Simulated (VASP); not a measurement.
Rh: single point with r2SCAN

Crystal: Rh.

```
Rh
1.0
     2.65612    0.00000    0.00000
    -1.32806    2.30027    0.00000
     0.00000    0.00000    4.30710
Rh
2
Direct
  0.66667 0.33333 0.75000
  0.33333 0.66667 0.25000
```

This isn't the form of Rh at room conditions, which is fcc.

```json
{
  "Program": "VASP 6.6.1",
  "Task": "single point",
  "Functional": "r2SCAN",
  "Potentials or basis": "VASP PAW PBE potentials, release 64 (Rh_sv_GW)",
  "Cutoff": "680 eV",
  "k mesh": "10 × 10 × 5",
  "Occupations": "fermi-dirac, width 0.2 eV",
  "Spin": "no spin polarisation"
}
```

```
Pressure               : 16.1 GPa
Band gap on the k mesh : zero (bands 17 and 18 overlap by 2.55 eV)
```

Stress tensor (GPa, compression positive):
```
16.28  0.00  0.00
 0.00 16.28  0.00
 0.00  0.00 15.62
```

Levels at points of the mesh, in eV from the Fermi level:
```tsv
k point	band 15	band 16	band 17	band 18	band 19	band 20
(0.00, 0.00, 0.00)	-2.77	-2.08	-2.08	0.18	0.18	0.84
(0.50, 0.00, 0.00)	-2.28	0.52	0.72	0.86	3.40	5.73
```

It took 120 s on 1 thread of Intel(R) Xeon(R) Platinum 8259CL CPU @ 2.50GHz (Skylake/Cascade Lake), on a shared host, peak memory 0.2 GiB.

Caveat: the cell stands under pressure; the PAW data sets were made with another functional, which shifts forces and pressure a little.
